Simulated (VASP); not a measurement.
The system is Li2S.

```xyz
3
Lattice="0.0000 2.8445 2.8445 2.8445 0.0000 2.8445 2.8445 2.8445 0.0000" Properties=species:S:1:pos:R:3 pbc="T T T"
Li    1.4223    1.4223    1.4223
Li    4.2668    4.2668    4.2668
S     0.0000    0.0000    0.0000
```

Base run:

- Program: VASP 6.6.1
- Functional: PBE
- Potentials or basis: VASP PAW PBE potentials, release 64 (Li_sv, S)
- Cutoff: 750 eV
- k mesh: 6 × 6 × 6
- Occupations: gaussian, width 0.01 eV
- Spin: no spin polarisation

Its results: band gap on the k mesh 3.39 eV (least direct gap 4.29 eV); pressure 0.2 GPa.

**Question.** After a change of settings the same cell gave: band gap on the k mesh 3.27 eV (least direct gap 4.22 eV); pressure 3.0 GPa. Which change was it?
A. k mesh from 6 × 6 × 6 to 2 × 2 × 2
B. k mesh from 6 × 6 × 6 to 3 × 3 × 3
C. k mesh from 6 × 6 × 6 to 8 × 8 × 8
D. k mesh from 6 × 6 × 6 to 7 × 7 × 7

**Answer.** A.

Caveats: some runs use coarse meshes.
